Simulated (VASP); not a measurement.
# Li in VASP: a series of runs

Runs on Li. Level: PBEsol. Tasks: single point.

All numbers are computed with VASP 6.6.1; they aren't measurements. Logs are shortened: lines on timing, memory, paths and dates and some standing lists are left out, and cuts for length are marked.

## (1) The cell of the first run

Symmetry: Im-3m, No. 229, cubic system. The conventional cell has a = 3.431 Å, b = 3.431 Å, c = 3.431 Å, α = 90.00°, β = 90.00°, γ = 90.00°. Li (site symmetry m-3m) has 14 Li at 2.97 to 3.43 Å within 3.9 Å.

## (2) Single point, PBEsol

INCAR

```
SYSTEM = Li
ALGO     = Normal         ! electronic algorithm
EDIFF    = 1E-6           ! SCF threshold, eV
ENCUT    = 750            ! plane-wave cutoff, eV
GGA      = PS             ! functional
GGA_COMPAT= .False.      
ISIF     = 2              ! what is computed and relaxed
ISMEAR   = 0              ! smearing method
LASPH    = .True.         ! aspherical terms in the spheres
LCHARG   = .False.        ! write CHGCAR
LREAL    = .False.        ! projectors in reciprocal space
LWAVE    = .False.        ! write WAVECAR
NBANDS   = 10             ! bands
NELM     = 120            ! most SCF steps
PREC     = Accurate       ! precision mode
SIGMA    = 0.1            ! smearing width, eV
```

KPOINTS

```
k-points
0
Gamma
  16 16 16
  0 0 0
```

POSCAR

```
Li
1.0
    3.4314475483      0.0000000000      0.0000000000
    0.0000000000      3.4314475483      0.0000000000
    0.0000000000      0.0000000000      3.4314475483
Li
2
Direct
    0.0000000000      0.0000000000      0.0000000000
    0.5000000000      0.5000000000      0.5000000000
```

Potentials or basis: VASP PAW PBE potentials, release 64 (Li_sv).

On the command line:

```console
$ cat potpaw_PBE.64/Li_sv/POTCAR > POTCAR
$ mpirun -np 1 vasp_std > vasp.out
```

OUTCAR:

```text
SYSTEM = Li
   EDIFF = 1E-6
   ENCUT = 750
   GGA = PS
   ISIF = 2
   ISMEAR = 0
   LASPH = .True.
   LREAL = .False.
   NELM = 120
   PREC = Accurate

 ion  position               nearest neighbor table
   1  0.000  0.000  0.000-
   2  0.500  0.500  0.500-

  LATTYP: Found a simple cubic cell.
 ALAT       =     3.4314475483

  Lattice vectors:

 A1 = (   3.4314475483,   0.0000000000,   0.0000000000)
 A2 = (   0.0000000000,   3.4314475483,   0.0000000000)
 A3 = (   0.0000000000,   0.0000000000,   3.4314475483)

Analysis of symmetry for initial positions (statically):
=====================================================================
 Subroutine PRICEL returns following result:

  LATTYP: Found a body centered cubic cell.
 ALAT       =     3.4314475483

  Lattice vectors:

 A1 = (   1.7157237741,   1.7157237741,  -1.7157237741)
 A2 = (  -1.7157237741,   1.7157237741,   1.7157237741)
 A3 = (   1.7157237741,  -1.7157237741,   1.7157237741)

   2 primitive cells build up your supercell.

 Routine SETGRP: Setting up the symmetry group for a
 simple cubic supercell.

 Subroutine GETGRP returns: Found 48 space group operations
 (whereof 48 operations were pure point group operations)
 out of a pool of 48 trial point group operations.

The static configuration has the point symmetry O_h .

Analysis of symmetry for dynamics (positions and initial velocities):
=====================================================================
 Subroutine PRICEL returns following result:

  LATTYP: Found a body centered cubic cell.
 ALAT       =     3.4314475483

  Lattice vectors:

 A1 = (   1.7157237741,   1.7157237741,  -1.7157237741)
 A2 = (  -1.7157237741,   1.7157237741,   1.7157237741)
 A3 = (   1.7157237741,  -1.7157237741,   1.7157237741)

   2 primitive cells build up your supercell.

 Routine SETGRP: Setting up the symmetry group for a
 simple cubic supercell.

 Subroutine GETGRP returns: Found 48 space group operations
 (whereof 48 operations were pure point group operations)
 out of a pool of 48 trial point group operations.

The dynamic configuration has the point symmetry O_h .

 Subroutine INISYM returns: Found 48 space group operations
 (whereof 48 operations are pure point group operations),
 and found     2 'primitive' translations

----------------------------------------------------------------------------------------

                                     Primitive cell

  volume of cell :      20.2024

  direct lattice vectors                    reciprocal lattice vectors
     1.715723774  1.715723774 -1.715723774     0.291422202  0.291422202  0.000000000
    -1.715723774  1.715723774  1.715723774     0.000000000  0.291422202  0.291422202
     1.715723774 -1.715723774  1.715723774     0.291422202  0.000000000  0.291422202

  length of vectors
     2.971720749  2.971720749  2.971720749     0.412133230  0.412133230  0.412133230

  position of ions in fractional coordinates (direct lattice)
     0.000000000  0.000000000  0.000000000

  ion indices of the primitive-cell ions
   primitive index   ion index
                 1           1

----------------------------------------------------------------------------------------

 KPOINTS: k-points

Automatic generation of k-mesh.
 Grid dimensions read from file:
 generate k-points for:   16   16   16

 Generating k-lattice:

  Cartesian coordinates                     Fractional coordinates (reciprocal lattice)
     0.018213888  0.000000000  0.000000000     0.062500000  0.000000000  0.000000000
     0.000000000  0.018213888  0.000000000     0.000000000  0.062500000  0.000000000
     0.000000000  0.000000000  0.018213888     0.000000000  0.000000000  0.062500000

  Length of vectors
     0.018213888  0.018213888  0.018213888

  Shift w.r.t. Gamma in fractional coordinates (k-lattice)
     0.000000000  0.000000000  0.000000000

 Subroutine IBZKPT returns following result:
 ===========================================

 Found    165 irreducible k-points:

 Following reciprocal coordinates:
            Coordinates               Weight
  0.000000  0.000000  0.000000      1.000000
  0.062500  0.000000  0.000000      6.000000
  0.125000  0.000000  0.000000      6.000000
  0.187500  0.000000  0.000000      6.000000
  0.250000  0.000000  0.000000      6.000000
  0.312500  0.000000  0.000000      6.000000
[... 16 lines left out ...]
  0.437500  0.125000  0.000000     24.000000
  0.500000  0.125000  0.000000     12.000000
 [... further k-points ...]
   k-points           NKPTS =    165   k-points in BZ     NKDIM =    165   number of bands    NBANDS=     10
   number of dos      NEDOS =    301   number of ions     NIONS =      2
   total plane-waves  NPLWV =  32768
   dimension x,y,z NGX =    32 NGY =   32 NGZ =   32
   dimension x,y,z NGXF=    64 NGYF=   64 NGZF=   64
   ions per type =               2
   NGX,Y,Z   is equivalent  to a cutoff of  15.50, 15.50, 15.50 a.u.
   NGXF,Y,Z  is equivalent  to a cutoff of  31.01, 31.01, 31.01 a.u.
 SYSTEM =  Li
   PREC   = accura    normal or accurate (medium, high low for compatibility)
   ISTART =      0    job   : 0-new  1-cont  2-samecut
   ICHARG =      2    charge: 1-file 2-atom 10-const
   ISPIN  =      1    spin polarized calculation?
   LNONCOLLINEAR =      F non collinear calculations
   LSORBIT =      F    spin-orbit coupling
   LASPH  =      T    aspherical Exc in radial PAW
   ENCUT  =  750.0 eV  55.12 Ry    7.42 a.u.   7.66  7.66  7.66*2*pi/ulx,y,z
   NELM   =    120;   NELMIN=  2; NELMDL= -5     # of ELM steps
   EDIFF  = 0.1E-05   stopping-criterion for ELM
   LREAL  =      F    real-space projection
[... 7 lines left out ...]
   TEBEG  =    0.0;   TEEND  =   0.0 temperature during run
   PSTRESS=    0.0 pullay stress
   NELECT =       6.0000    total number of electrons
   NUPDOWN=      -1.0000    fix difference up-down
   EMIN   =  10.00;   EMAX   =-10.00  energy-range for DOS
   EFERMI =   0.00;   METHOD = LEGACY
   ISMEAR =     0;   SIGMA  =   0.10  broadening in eV -4-tet -1-fermi 0-gaus
   EFERMI_NEDOS =   21; number of points for ismear=-14 and -15
   IALGO  =     38    algorithm
   IMIX   =      4    mixing-type and parameters
     AMIX     =   0.40;   BMIX     =  1.00
     AMIX_MAG =   1.60;   BMIX_MAG =  1.00
  volume/ion in A,a.u.               =      20.20       136.33
  Fermi-wavevector in a.u.,A,eV,Ry     =   0.866924  1.638250 10.225566  0.751558
  Thomas-Fermi vector in A             =   1.985384
   LORBIT       =      0    0 simple, 1 ext, 2 COOP (PROOUT), +10 PAW based schemes
   GGA     = PS    functional components
   LHFCALC =     F    Hartree Fock is set to
   AEXX    =    0.0000 exact exchange contribution
   IVDW    =     0    specifies the selected vdW correction
   LEPSILON=     F    determine dielectric tensor
   LRPA    =     F    only Hartree local field effects (RPA)
 non-spin polarized calculation
 Gauss-broadening in eV      SIGMA  =   0.10
  energy-cutoff  :      750.00
  volume of cell :       40.40
 maximum number of plane-waves:      1924
 NGX is ok and might be reduce to    32
   NGX = 15   NGY = 15   NGZ = 15

 number of electron       6.0000007 magnetization

 Free energy of the ion-electron system (eV)
  ---------------------------------------------------
  ext. energy  EPLUGINS =         0.00000000
  ---------------------------------------------------
  free energy    TOTEN  =        -3.93698015 eV

  energy without entropy =       -3.93221764  energy(sigma->0) =       -3.93459890

 E-fermi :   0.6472     XC(G=0):  -7.0260

 val. band max:        0.6400942483   @ k =   0.4375   0.4375   0.1250
 cond. band min:       0.6541008178   @ k =   0.3750   0.3750   0.3125
 fundamental gap:      0.0140065695
 Fermi energy:         0.6471865866

 k-point     1 :       0.0000    0.0000    0.0000
  band No.  band energies     occupation
      1     -45.2615      2.00000
      2     -45.2265      2.00000
      3      -2.9361      2.00000
      4       6.1727      0.00000
      5       6.1727      0.00000
      6       6.1727      0.00000
      7       8.4157      0.00000
      8       8.4157      0.00000
      9      14.7108      0.00000
     10      15.3015      0.00000

 k-point     2 :       0.0625    0.0000    0.0000
  band No.  band energies     occupation
      1     -45.2611      2.00000
      2     -45.2268      2.00000
      3      -2.8989      2.00000
      4       5.6098      0.00000
      5       6.2206      0.00000
      6       6.2206      0.00000
      7       8.4656      0.00000
      8       9.0474      0.00000
      9      14.4058      0.00000
     10      15.0899      0.00000

 k-point     3 :       0.1250    0.0000    0.0000
  band No.  band energies     occupation
      1     -45.2599      2.00000
      2     -45.2276      2.00000
      3      -2.7875      2.00000
      4       4.6066      0.00000
      5       6.3644      0.00000
      6       6.3644      0.00000
      7       8.6152      0.00000
      8      10.2381      0.00000
      9      14.4968      0.00000
     10      14.5026      0.00000

 k-point     4 :       0.1875    0.0000    0.0000
  band No.  band energies     occupation
      1     -45.2580      2.00000
      2     -45.2290      2.00000
      3      -2.6014      2.00000
      4       3.5780      0.00000
      5       6.6036      0.00000
      6       6.6036      0.00000
      7       8.8645      0.00000
      8      11.4880      0.00000
      9      13.6615      0.00000
     10      13.6615      0.00000

 k-point     5 :       0.2500    0.0000    0.0000
  band No.  band energies     occupation
      1     -45.2555      2.00000
      2     -45.2308      2.00000
      3      -2.3398      2.00000
      4       2.6027      0.00000
      5       6.9379      0.00000
      6       6.9379      0.00000
      7       9.2135      0.00000
      8      12.4841      0.00000
      9      12.7181      0.00000
     10      12.7181      0.00000

 k-point     6 :       0.3125    0.0000    0.0000
  band No.  band energies     occupation
      1     -45.2526      2.00000
      2     -45.2332      2.00000
      3      -2.0019      2.00000
      4       1.7011      0.00000
      5       7.3662      0.00000
      6       7.3662      0.00000
      7       9.6622      0.00000
      8      11.7618      0.00000
      9      11.7618      0.00000
     10      12.9919      0.00000
[... 183 lines left out ...]
 k-point    21 :       0.3125    0.1250    0.0000
  band No.  band energies     occupation
      1     -45.2516      2.00000
      2     -45.2336      2.00000
      3      -1.8556      2.00000
      4       1.7998      0.00000
      5       6.0482      0.00000
      6       7.5533      0.00000
      7      10.3827      0.00000
      8      10.9824      0.00000
      9      11.8635      0.00000
     10      13.4406      0.00000

 k-point    22 :       0.3750    0.1250    0.0000
  band No.  band energies     occupation
      1     -45.2485      2.00000
      2     -45.2362      2.00000
      3      -1.4417      2.00000
      4       0.9975      0.00000
      5       6.5511      0.00000
      6       8.0716      0.00000
      7       9.4619      0.00000
      8      10.9818      0.00000
      9      11.4903      0.00000
     10      13.5515      0.00000

 k-point    23 :       0.4375    0.1250    0.0000
  band No.  band energies     occupation
      1     -45.2453      2.00000
      2     -45.2390      2.00000
      3      -0.9499      2.00000
      4       0.2699      2.00000
      5       7.1491      0.00000
      6       8.6102      0.00000
      7       8.6792      0.00000
      8      10.1437      0.00000
      9      12.0561      0.00000
     10      13.1540      0.00000

 k-point    24 :       0.5000    0.1250    0.0000
  band No.  band energies     occupation
      1     -45.2421      2.00000
      2     -45.2421      2.00000
      3      -0.3794      2.00000
      4      -0.3794      2.00000
      5       7.8371      0.00000
      6       7.8371      0.00000
      7       9.3722      0.00000
      8       9.3722      0.00000
      9      12.6401      0.00000
     10      12.6405      0.00000

 [... further k-points ...]

------------------------ aborting loop because EDIFF is reached ----------------------------------------

  FORCE on cell =-STRESS in cart. coord.  units (eV):
  Direction    XX          YY          ZZ          XY          YZ          ZX
  --------------------------------------------------------------------------------------
  -------------------------------------------------------------------------------------
  Total       -0.0225548     -0.0225548     -0.0225548      0.0000000     -0.0000000      0.0000000
  in kB       -0.8943694     -0.8943694     -0.8943694      0.0000000     -0.0000000      0.0000000
  external PRESSURE =      -0.8943694 kB  Pullay stress =       0.0000000 kB

 VOLUME and BASIS-vectors are now :
 -----------------------------------------------------------------------------
  energy-cutoff  :      750.00
  volume of cell :       40.40
      direct lattice vectors                 reciprocal lattice vectors
     3.431447548  0.000000000  0.000000000     0.291422202  0.000000000  0.000000000
     0.000000000  3.431447548  0.000000000     0.000000000  0.291422202  0.000000000
     0.000000000  0.000000000  3.431447548     0.000000000  0.000000000  0.291422202

 POSITION                                       TOTAL-FORCE (eV/Angst)
 -----------------------------------------------------------------------------------
      0.00000      0.00000      0.00000         0.000000     -0.000000      0.000000
      1.71572      1.71572      1.71572        -0.000000      0.000000     -0.000000
 -----------------------------------------------------------------------------------
    total drift:                                0.000000      0.000000     -0.000000

  FREE ENERGIE OF THE ION-ELECTRON SYSTEM (eV)
  ---------------------------------------------------
  free  energy   TOTEN  =        -3.9369801548 eV

  energy  without entropy=       -3.9322176408  energy(sigma->0) =       -3.93459890
```

It took 36 s on 1 thread of Intel Xeon Platinum 8259CL at 2.50GHz (Skylake/Cascade Lake), shared host; peak memory 0.22 GiB.

Results:

* Free energy: -3.9370 eV
* Pressure: -0.1 GPa
* Band gap on the k mesh: zero (bands 3 and 4 overlap by 4.54 eV)

Caveat: the PAW data sets were made with another functional, which shifts forces and pressure a little.

## (3) Single point, PBEsol (biaxial strain in the a-b plane: -3.0 %)

INCAR

```
ALGO = Normal ; EDIFF = 1E-6
ENCUT = 750 ; GGA = PS
GGA_COMPAT = False ; ISIF = 2
ISMEAR = 0 ; LASPH = True
LCHARG = True ; LELF = True
LREAL = False ; LVHAR = True
LWAVE = False ; NBANDS = 10
NELM = 120 ; PREC = Accurate
SIGMA = 0.1
```

KPOINTS

```
k-points
0
Gamma
  16 16 16
```

POSCAR

```
Li
1.0
    3.3285041218      0.0000000000      0.0000000000
    0.0000000000      3.3285041218      0.0000000000
    0.0000000000      0.0000000000      3.4932136041
Li
2
Direct
    0.0000000000      0.0000000000      0.0000000000
    0.5000000000      0.5000000000      0.5000000000
```

Potentials or basis: VASP PAW PBE potentials, release 64 (Li_sv).

On the command line:

```console
$ cat potpaw_PBE.64/Li_sv/POTCAR > POTCAR
$ mpirun -np 1 vasp_std > vasp.out
```

OUTCAR:

```text
EDIFF = 1E-6
   ENCUT = 750
   GGA = PS
   ISIF = 2
   ISMEAR = 0
   LASPH = True
   LREAL = False
   NELM = 120
   PREC = Accurate

 ion  position               nearest neighbor table
   1  0.000  0.000  0.000-
   2  0.500  0.500  0.500-

  LATTYP: Found a simple tetragonal cell.
 ALAT       =     3.3285041218
 C/A-ratio  =     1.0494845361

  Lattice vectors:

 A1 = (   3.3285041218,   0.0000000000,   0.0000000000)
 A2 = (   0.0000000000,   3.3285041218,   0.0000000000)
 A3 = (   0.0000000000,   0.0000000000,   3.4932136041)

Analysis of symmetry for initial positions (statically):
=====================================================================
 Subroutine PRICEL returns following result:

  LATTYP: Found a body centered tetragonal cell.
 ALAT       =     3.3285041218
 C/A-ratio  =     1.0494845361

  Lattice vectors:

 A1 = (  -1.6642520609,  -1.6642520609,  -1.7466068021)
 A2 = (   1.6642520609,   1.6642520609,  -1.7466068021)
 A3 = (   1.6642520609,  -1.6642520609,   1.7466068021)

[... 186 lines left out ...]
 Fermi energy:         0.7731446585

 k-point     1 :       0.0000    0.0000    0.0000
  band No.  band energies     occupation
      1     -45.0673      2.00000
      2     -45.0263      2.00000
      3      -2.8697      2.00000
      4       5.7377      0.00000
      5       6.8254      0.00000
      6       6.8254      0.00000
      7       8.3532      0.00000
      8       9.0916      0.00000
      9      15.0776      0.00000
     10      15.7153      0.00000
[... 287 lines left out ...]
 k-point    24 :       0.5000    0.1250    0.0000
  band No.  band energies     occupation
      1     -45.0440      2.00000
      2     -45.0440      2.00000
      3      -0.1837      2.00000
      4      -0.1837      2.00000
      5       8.5151      0.00000
      6       8.5151      0.00000
      7       9.1690      0.00000
      8       9.1690      0.00000
      9      12.5998      0.00000
     10      12.5998      0.00000

 [... further k-points ...]

------------------------ aborting loop because EDIFF is reached ----------------------------------------

  FORCE on cell =-STRESS in cart. coord.  units (eV):
  Direction    XX          YY          ZZ          XY          YZ          ZX
  --------------------------------------------------------------------------------------
  -------------------------------------------------------------------------------------
  Total        0.1466511      0.1466511      0.0982157      0.0000000      0.0000000      0.0000000
  in kB        6.0711735      6.0711735      4.0660074      0.0000000      0.0000000      0.0000000
  external PRESSURE =       5.4027848 kB  Pullay stress =       0.0000000 kB

 VOLUME and BASIS-vectors are now :
 -----------------------------------------------------------------------------
  energy-cutoff  :      750.00
  volume of cell :       38.70
      direct lattice vectors                 reciprocal lattice vectors
     3.328504122  0.000000000  0.000000000     0.300435260  0.000000000  0.000000000
     0.000000000  3.328504122  0.000000000     0.000000000  0.300435260  0.000000000
     0.000000000  0.000000000  3.493213604     0.000000000  0.000000000  0.286269353

 POSITION                                       TOTAL-FORCE (eV/Angst)
 -----------------------------------------------------------------------------------
      0.00000      0.00000      0.00000         0.000000      0.000000     -0.000000
      1.66425      1.66425      1.74661        -0.000000     -0.000000      0.000000
 -----------------------------------------------------------------------------------
    total drift:                                0.000000      0.000000      0.000000

  FREE ENERGIE OF THE ION-ELECTRON SYSTEM (eV)
  ---------------------------------------------------
  free  energy   TOTEN  =        -3.9324829013 eV

  energy  without entropy=       -3.9277222210  energy(sigma->0) =       -3.93010256
```

It took 2.4 min on 1 thread of Intel Xeon Platinum 8259CL at 2.50GHz (Skylake/Cascade Lake), shared host; peak memory 0.32 GiB.

Results:

```
Free energy            : -3.9325 eV
Pressure               : 0.5 GPa
Band gap on the k mesh : zero (bands 3 and 4 overlap by 4.75 eV)
```

Stress tensor (GPa, compression positive):
```
0.61 0.00 0.00
0.00 0.61 0.00
0.00 0.00 0.41
```

Levels at points of the mesh, in eV from the Fermi level:
```csv
k point,band 1,band 2,band 3,band 4,band 5,band 6
"(0.00, 0.00, 0.00)",-45.84,-45.80,-3.64,4.96,6.05,6.05
"(0.50, 0.00, 0.00)",-45.82,-45.82,-1.10,-1.10,8.21,8.21
"(0.50, 0.50, 0.00)",-45.82,-45.82,0.38,0.38,3.59,3.59
"(0.00, 0.00, 0.50)",-45.82,-45.82,-1.33,-1.33,8.97,8.97
"(0.50, 0.00, 0.50)",-45.82,-45.82,0.14,0.14,3.31,3.31
"(0.50, 0.50, 0.50)",-45.81,-45.81,3.41,3.41,3.41,3.41
```

Caveat: the cell differs from its parent crystal (biaxial strain in the a-b plane: -3.0 %); the PAW data sets were made with another functional, which shifts forces and pressure a little.

(Part 1 of 2 ends here.)
